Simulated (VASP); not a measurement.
## BaZrO3: single point with PBEsol+U

BaZrO3:

```
CELL_PARAMETERS angstrom
4.22022 0.00000 0.00000
0.00000 4.22022 0.00000
0.00000 0.00000 4.22022
ATOMIC_POSITIONS crystal
Ba 0.00000 0.00000 0.00000
Zr 0.50000 0.50000 0.50000
O 0.50000 0.50000 0.00000
O 0.50000 0.00000 0.50000
O 0.00000 0.50000 0.50000
```

| Quantity | Value |
| --- | --- |
| Program | VASP 6.6.1 |
| Task | single point |
| Functional | PBEsol |
| Potentials or basis | VASP PAW PBE potentials, release 64 (Ba_sv, Zr_sv, O_h) |
| Cutoff | 1340 eV |
| k mesh | 6 × 6 × 6 |
| Occupations | fermi-dirac, width 0.05 eV |
| Spin | no spin polarisation |
| Hubbard terms | Zr d U = 8.0 eV |

| Quantity | Value |
| --- | --- |
| Pressure | 4.6 GPa |
| Band gap on the k mesh | 4.19 eV (least direct gap 4.54 eV) |

Levels at points of the mesh, in eV from the valence-band top:
```tsv
k point	band 18	band 19	band 20	band 21	band 22	band 23
(0.00, 0.00, 0.00)	-0.35	-0.35	-0.35	4.19	4.19	4.19
(0.50, 0.00, 0.00)	-1.54	-0.64	-0.64	4.95	6.24	6.43
(0.50, 0.50, 0.00)	-0.98	-0.98	-0.08	6.31	6.67	6.67
(0.50, 0.50, 0.50)	0.00	0.00	0.00	5.67	5.67	5.67
```

Eigenvalues of the final occupation matrices:
```csv
site,spin,trace,eigenvalues
site 2 d,1,0.55,0.06 0.06 0.06 0.18 0.18
site 2 d,2,0.55,0.06 0.06 0.06 0.18 0.18
```

It took 79 s on 1 thread of Intel(R) Xeon(R) Platinum 8559C (Emerald Rapids) (shared host), peak memory 0.45 GiB.

Caveat: the cell stands under pressure; the PAW data sets were made with another functional, which shifts forces and pressure a little; spin-orbit coupling is left out, which moves the levels of the heavy elements. A k mesh can miss the band edges.
